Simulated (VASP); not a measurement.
Runs of VASP 6.6.1 on Co. The structure is that of space group Fm-3m (No. 225), or close to it. The cells are those of the table. This isn't the form of Co at room conditions, which is hcp.

```tsv
task	cell	k mesh	gap on the mesh (eV)	pressure (GPa)	moment (μB)
electric field gradients	a = 2.525 Å, angles 60.0°, 1 atom	18 × 18 × 18	none	-8.7	1.66
electric field gradients	a = 2.442 Å, angles 60.0°, 1 atom	18 × 18 × 18	none	13.0	1.61
single point	a = 2.525 Å, angles 60.0°, 1 atom	18 × 18 × 18	none	-8.7	1.66
single point	a = 2.442 Å, angles 60.0°, 1 atom	18 × 18 × 18	none	13.0	1.61
single point	a = 2.463 Å, angles 60.0°, 1 atom	18 × 18 × 18	none	(a)	(b)
single point	a = 2.484 Å, angles 60.0°, 1 atom	22 × 22 × 22	none	0.8	1.65
electric field gradients	a = 2.484 Å, angles 60.0°, 1 atom	18 × 18 × 18	none	0.4	1.63
```

Alike in all rows: level PBE; potentials or basis VASP PAW PBE potentials, release 64 (Co); spin collinear, ferromagnetic start; cutoff (eV) 520; smearing fermi-dirac 0.05 eV.

Q: Fill in the values left out.

A: (a) 6.3; (b) 1.62.

Caveats: the cell stands under pressure (at least some runs); the cell stands under tension (at least some runs).

A gap of «none» marks levels without a gap at the run's occupations.
